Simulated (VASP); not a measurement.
Set up this calculation in VASP 6.6.1, as the native input.

```
Task                   : single point
Functional             : PBE
Potentials or basis    : VASP PAW PBE potentials, release 64 (Zr_sv, Si, Ge_d, Pd)
Cutoff                 : 500 eV
k mesh                 : 3 × 3 × 4
Occupations            : gaussian, width 0.2 eV
Spin                   : no spin polarisation
Dipole correction      : no
Further INCAR settings : ALGO = Normal; EDIFF = 1e-06; NBANDS = 42
```

The structure of Zr2Si4GePd lies in POSCAR:

```
Zr2Si4GePd
1.0
    7.2089150285      0.0000000000      0.0000000000
    0.0000000000      7.2089150285      0.0000000000
    0.0000000000      0.0000000000      5.1010694489
Zr Si Ge Pd
2 4 1 1
Direct
    0.0000000000      0.0000000000      0.0000000000
    0.5000000000      0.5000000000      0.5000000000
    0.8483181437      0.5000000000      0.5000000000
    0.1516818563      0.5000000000      0.5000000000
    0.5000000000      0.1516818563      0.5000000000
    0.5000000000      0.8483181437      0.5000000000
    0.0000000000      0.0000000000      0.5000000000
    0.5000000000      0.5000000000      0.0000000000
```

The cell was generated, and may not be a known phase.

One way to write it, as run:

INCAR

```
PREC     = Accurate       # precision mode
ENCUT    = 500            # plane-wave cutoff, eV
EDIFF    = 1E-6           # SCF threshold, eV
ISMEAR   = 0              # smearing method
SIGMA    = 0.2            # smearing width, eV
LREAL    = False          # projectors in reciprocal space
LASPH    = True           # aspherical terms in the spheres
NELM     = 120            # most SCF steps
ALGO     = Normal         # electronic algorithm
ISIF     = 2              # what is computed and relaxed
LWAVE    = False          # write WAVECAR
LCHARG   = True           # write CHGCAR
GGA      = PE             # functional
LELF     = True           # ELF
LVHAR    = True         
NBANDS   = 42             # bands
GGA_COMPAT= False
```

KPOINTS

```
regular mesh
0
Gamma
  3 3 4
```

Potentials or basis: VASP PAW PBE potentials, release 64 (Zr_sv, Si, Ge_d, Pd).

Command:

```bash
$ cat potpaw_PBE.64/Zr_sv/POTCAR potpaw_PBE.64/Si/POTCAR potpaw_PBE.64/Ge_d/POTCAR potpaw_PBE.64/Pd/POTCAR > POTCAR
$ mpirun -np 1 vasp_std > vasp.out
```

It gave:

* Pressure: 0.0 GPa
* Largest force: 0.046 eV/Å
* Band gap on the k mesh: zero (bands 32 and 33 overlap by 0.97 eV)

Wall time 90 s on 1 thread of Intel(R) Xeon(R) 6975P-C (Granite Rapids), with other jobs on the host, peak memory 0.39 GiB.
